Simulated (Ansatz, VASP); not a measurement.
**InP in VASP and in Ansatz**

File POSCAR:

```
InP
1.0
    0.0000000000      2.9690636329      2.9690636329
    2.9690636329      0.0000000000      2.9690636329
    2.9690636329      2.9690636329      0.0000000000
In P
1 1
Direct
    0.0000000000      0.0000000000      0.0000000000
    0.7500000000      0.7500000000      0.7500000000
```

File INCAR.step1:

```
PREC = Accurate ; ENCUT = 520
EDIFF = 1E-5 ; ISMEAR = -1
SIGMA = 0.05 ; LREAL = False
LASPH = True ; NELM = 100
ALGO = Normal ; ISIF = 2
LWAVE = True ; LCHARG = False
GGA = PE ; NBANDS = 16
```

File INCAR.step2:

```
PREC = Accurate ; ENCUT = 520
EDIFF = 1E-6 ; ISMEAR = -1
SIGMA = 0.05 ; LREAL = False
LASPH = True ; NELM = 100
ALGO = Normal ; ISIF = 2
LWAVE = False ; LCHARG = False
GGA = B3 ; LHFCALC = True
AEXX = 0.2 ; AGGAX = 0.72
AGGAC = 0.81 ; ALDAC = 0.19
PRECFOCK = Normal ; ISTART = 1
NBANDS = 16
```

The input KPOINTS:

```
Automatic mesh
0
Gamma
  4 4 4
```

Contents of input.yaml:

```yaml
crystal:
  lattice:
    - [0.0, 2.9690636329, 2.9690636329]
    - [2.9690636329, 0.0, 2.9690636329]
    - [2.9690636329, 2.9690636329, 0.0]
  atoms:
    - { symbol: In, position: [0.0, 0.0, 0.0] }
    - { symbol: P, position: [0.75, 0.75, 0.75] }
hamiltonian:
  xc: b3lyp
  pseudopotentials: { kind: paw }
kpoints:
  mp_grid: { grid: [4, 4, 4] }
scf:
  occupations: { method: fermi_dirac, width: 0.05 }
output:
  forces: true
  stress: true
  eigenvalues: true
```

Alike in both runs: task single point; functional B3LYP; k mesh 4 × 4 × 4; occupations fermi-dirac, width 0.05 eV; no spin polarisation.

|  | VASP | Ansatz |
| --- | --- | --- |
| version | VASP 6.6.1 | Ansatz 0.2.0 |
| potentials or method | VASP PAW PBE potentials, release 64 (In_d, P) | Ansatz PAW |
| plane-wave cutoff (eV) | 520 | 420 |
| valence electrons in the cell | 18 | 18 |

Ansatz gave:

- gap on the k mesh at the Fermi level (eV): 1.52
- least direct gap on the mesh (eV): 1.52
- pressure (GPa): 1.6

Q: What did VASP give for the same quantities?

A: gap on the k mesh at the Fermi level (eV): 1.59; least direct gap on the mesh (eV): 1.59; pressure (GPa): 1.5.

VASP's potentials were made for PBE, not for B3LYP. The functional is the same, so the differences come from potentials, cutoffs and numerics.

The k mesh is coarse, so the values compare programs but aren't converged.
